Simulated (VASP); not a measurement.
Al2Cu:

```
Al Cu
1.0
    -3.03350    3.03350    2.43850
     3.03350   -3.03350    2.43850
     3.03350    3.03350   -2.43850
Al Cu
4 2
Cartesian
  3.9927 0.9592 0.0000
  2.0743 0.9592 2.4385
  -0.9592 2.0743 2.4385
  0.9592 2.0743 0.0000
  0.0000 0.0000 3.6578
  0.0000 0.0000 1.2192
```

```yaml
Program: VASP 6.6.1
Task: relaxation of cell and atoms
Functional: PBE
Dispersion: D3(BJ)
Potentials_or_basis: VASP PAW PBE potentials, release 64 (Al, Cu)
Cutoff: 600 eV
k_mesh: 10 × 10 × 10
Occupations: gaussian, width 0.1 eV
Spin: no spin polarisation
```

At the start: pressure -4.8 GPa; volume 14.96 Å³/atom.

Question: How do energy, volume and symmetry change on relaxing?

Answer: Over 5 steps the energy falls by 10.2 meV/atom and the volume is 14.28 Å³/atom (-4.6 %); space group I4/mcm (No. 140, to 0.1 Å) before and after.

The path:
```
step  energy change (eV)  largest force (eV/Å)  pressure (GPa)  volume (Å³)
   1              0.0000                0.0229           -4.82        89.76
   2             -0.0498                0.0209            2.26        84.04
   3             -0.0611                0.0055            0.00        85.75
   4             -0.0611                0.0067            0.03        85.67
   5             -0.0613                0.0007            0.12        85.67
```

Final structure:
```
Al Cu
1.0
    -2.98411    2.98411    2.40505
     2.98411   -2.98411    2.40505
     2.98411    2.98411   -2.40505
Al Cu
4 2
Direct
  0.15816 0.65816 0.81631
  0.65816 0.84184 0.50000
  0.84184 0.34184 0.18369
  0.34184 0.15816 0.50000
  0.75000 0.75000 0.00000
  0.25000 0.25000 0.00000
```
